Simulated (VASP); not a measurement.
Here is a VASP 6.6.1 calculation.

The input INCAR:

```
ALGO = Normal
EDIFF = 1E-6
ENCUT = 520
GGA = PE
ISIF = 2
ISMEAR = -1
LASPH = True
LCHARG = True
LELF = True
LREAL = False
LVHAR = True
LWAVE = False
NBANDS = 21
NELM = 80
PREC = Accurate
SIGMA = 0.05
```

File KPOINTS:

```
k-points
0
Gamma
  11 11 11
```

POSCAR

```
Ge
1.0
   -2.5744897190      2.5744897190      1.3974126432
    2.5744897190     -2.5744897190      1.3974126432
    2.5744897190      2.5744897190     -1.3974126432
Ge
2
Direct
    0.4789340000      0.4743510000     -0.0067190000
    0.2450430000      0.7425210000      0.5069130000
```

Potentials or basis: VASP PAW PBE potentials, release 64 (Ge_d).

Command:

```sh
$ cat potpaw_PBE.64/Ge_d/POTCAR > POTCAR
$ mpirun -np 1 vasp_std > vasp.out
```

Estimate the pressure.

3.2 GPa.

What does it give for the largest force?

0.197 eV/Å.

Estimate the band gap on the k mesh.

zero (band 14 reaches 8.52 eV, above the bottom of band 15 at 3.81 eV).

Forces in eV/Å, atoms in the order of the input:
```
Ge   0.165  0.106  0.021
Ge  -0.165 -0.106 -0.021
```

Caveat: the cell differs from its parent crystal (atoms moved at random).
